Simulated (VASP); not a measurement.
Crystal: Ga.

```
Ga
1.0
     0.00000    2.01869    2.01869
     2.01869    0.00000    2.01869
     2.01869    2.01869    0.00000
Ga
1
Direct
  0.00000 0.00000 0.00000
```

This isn't the form of Ga at room conditions, which is orthorhombic.

| Property | Result |
| --- | --- |
| Program | VASP 6.6.1 |
| Task | relaxation of cell and atoms |
| Functional | PBEsol |
| Potentials or basis | VASP PAW PBE potentials, release 64 (Ga_d) |
| Cutoff | 600 eV |
| k mesh | 18 × 18 × 18 |
| Occupations | gaussian, width 0.1 eV |
| Spin | no spin polarisation |

At the start: pressure 5.6 GPa; volume 16.45 Å³/atom.

Q: How do energy, volume and symmetry change on relaxing?

A: Over 3 steps the energy falls by 21.9 meV/atom and the volume is 17.80 Å³/atom (+8.2 %); space group Fm-3m (No. 225, to 0.1 Å) before and after.

The path:
| step | energy change (eV) | largest force (eV/Å) | pressure (GPa) | volume (Å³) |
| --- | --- | --- | --- | --- |
| 1 | 0.0000 | 0.0000 | 5.60 | 16.45 |
| 2 | -0.0219 | 0.0000 | -0.21 | 17.86 |
| 3 | -0.0219 | 0.0000 | 0.05 | 17.80 |

Final structure:
```
CELL_PARAMETERS angstrom
0.00000 2.07220 2.07220
2.07220 0.00000 2.07220
2.07220 2.07220 0.00000
ATOMIC_POSITIONS crystal
Ga 0.00000 0.00000 0.00000
```

Caveat: the PAW data sets were made with another functional, which shifts forces and pressure a little.
